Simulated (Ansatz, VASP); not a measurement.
**Two plane-wave programs on H4C**

```
C H
1.0
     7.68347    0.00000    0.00000
     0.00000    7.68347    0.00000
     0.00000    0.00000    7.68347
C H
8 32
Direct
  0.98466 0.74162 0.67123
  0.99144 0.48699 0.31472
  0.25346 0.82949 0.06627
  0.57303 0.24791 0.27324
  0.13991 0.09063 0.43500
  0.26324 0.36363 0.85055
  0.68473 0.63036 0.02311
  0.52150 0.89270 0.62401
  0.11607 0.70363 0.62953
  0.91563 0.62716 0.72051
  0.91313 0.79490 0.55992
  0.99406 0.84069 0.77419
  0.97866 0.41119 0.19447
  0.12922 0.49686 0.35099
  0.92003 0.42166 0.41968
  0.93810 0.61736 0.29439
  0.35785 0.89991 0.13278
  0.13390 0.90604 0.07275
  0.23193 0.70395 0.13028
  0.28938 0.80791 0.93004
  0.57589 0.38747 0.30294
  0.58577 0.17411 0.39453
  0.68195 0.21623 0.18619
  0.44948 0.21463 0.20969
  0.12742 0.12852 0.29835
  0.22304 0.18432 0.50186
  0.19775 0.96140 0.44318
  0.01141 0.08947 0.49608
  0.34399 0.41924 0.95386
  0.12626 0.39681 0.87382
  0.27863 0.22176 0.84854
  0.30357 0.41795 0.72478
  0.70091 0.49209 0.99163
  0.61871 0.64243 0.14856
  0.60702 0.69337 0.92261
  0.81262 0.69192 0.03000
  0.54760 0.89839 0.48409
  0.64207 0.91487 0.69590
  0.46933 0.76410 0.65665
  0.42596 0.99250 0.65858
```

Alike in both runs: functional PBE; dispersion D3(BJ); k mesh 1 × 1 × 1; occupations fermi-dirac, width 0.05 eV; no spin polarisation.

Ansatz relaxed the structure, and its values are those at the end. VASP's run is a single point on that final structure, the one shown.

```csv
,VASP,Ansatz
version,VASP 6.6.1,Ansatz 0.2.0
potentials or method,"VASP PAW PBE potentials, release 64 (C, H), cutoff 520 eV","scalar-relativistic, plane waves, PAW"
valence electrons in the cell,64,64
```

VASP gave:

* rms of the force components (eV/Å): 0.043

Question: What did Ansatz give for the same quantities?

Answer: rms of the force components (eV/Å): 0.046.
